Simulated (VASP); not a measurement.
## HfB2: single point with r2SCAN

HfB2:

```xyz
3
Lattice="3.0716 0.0000 0.0000 -1.5358 2.6601 0.0000 0.0000 0.0000 3.4110" Properties=species:S:1:pos:R:3 pbc="T T T"
Hf    0.0000    0.0000    0.0000
B     0.0000    1.7734    1.7055
B     1.5358    0.8867    1.7055
```

```
Program                : VASP 6.6.1
Task                   : single point
Functional             : r2SCAN
Potentials or basis    : VASP PAW PBE potentials, release 64 (Hf_pv, B)
Cutoff                 : 520 eV
k mesh                 : 12 × 12 × 10
Occupations            : fermi-dirac, width 0.1 eV
Spin                   : no spin polarisation
Dipole correction      : no
Further INCAR settings : ALGO = Normal; EDIFF = 1e-07; NBANDS = 15
```

| Item | Value |
| --- | --- |
| Pressure | 17.5 GPa |
| Band gap on the k mesh | zero (band 8 reaches 9.08 eV, above the bottom of band 9 at 7.55 eV) |

Stress tensor (GPa, compression positive):
```
18.22  0.00  0.00
 0.00 18.22  0.00
 0.00  0.00 16.10
```

Levels at points of the mesh, in eV from the Fermi level:
| k point | band 4 | band 5 | band 6 | band 7 | band 8 | band 9 | band 10 | band 11 | band 12 | band 13 |
| --- | --- | --- | --- | --- | --- | --- | --- | --- | --- | --- |
| (0.00, 0.00, 0.00) | -15.17 | -3.40 | -3.29 | -3.29 | -3.19 | 4.45 | 4.45 | 5.17 | 5.17 | 5.36 |
| (0.50, 0.00, 0.00) | -10.83 | -9.97 | -4.75 | -3.88 | -3.30 | 2.19 | 2.95 | 6.26 | 6.33 | 6.79 |
| (0.00, 0.00, 0.50) | -12.47 | -9.22 | -1.40 | -1.40 | 0.25 | 0.25 | 1.02 | 1.02 | 2.44 | 5.47 |
| (0.50, 0.00, 0.50) | -11.53 | -8.32 | -5.61 | -5.32 | -3.00 | 4.38 | 4.67 | 6.91 | 8.00 | 8.17 |

It took 2.5 min on 1 thread of Intel Xeon 6975P-C (shared host), peak memory 0.19 GiB.

Caveat: the PAW data sets were made with another functional, which shifts forces and pressure a little; spin-orbit coupling is left out, which moves the levels of the heavy elements.
